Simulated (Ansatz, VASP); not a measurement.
## CaSe in VASP and in Ansatz

```xyz
2
Lattice="0.0000 2.9790 2.9790 2.9790 0.0000 2.9790 2.9790 2.9790 0.0000" Properties=species:S:1:pos:R:3 pbc="T T T"
Ca    0.0000    0.0000    0.0000
Se    2.9790    2.9790    2.9790
```

Alike in both runs: functional PBE; k mesh 8 × 8 × 8; occupations gaussian, width 0.02 eV; no spin polarisation.

Ansatz relaxed the structure, and its values are those at the end. VASP's run is a single point on that final structure, the one shown.

```csv
,VASP,Ansatz
version,VASP 6.6.1,Ansatz 0.2.0
potentials or method,"VASP PAW PBE potentials, release 64 (Ca_sv, Se), cutoff 500 eV","scalar-relativistic, plane waves, PAW"
valence electrons in the cell,16,26
```

Ansatz gave:

* gap on the k mesh at the Fermi level (eV): 2.08
* least direct gap on the mesh (eV): 2.99
* pressure (GPa): 0.0

Task: Estimate VASP's values.

Result: gap on the k mesh at the Fermi level (eV): 2.07; least direct gap on the mesh (eV): 2.99; pressure (GPa): 0.2.

With one functional, cell and mesh, what is left measures potentials, basis and numerics. VASP's potentials hold 16 valence electrons a cell and Ansatz's 26, so a difference there can come from the potentials and not from the codes.
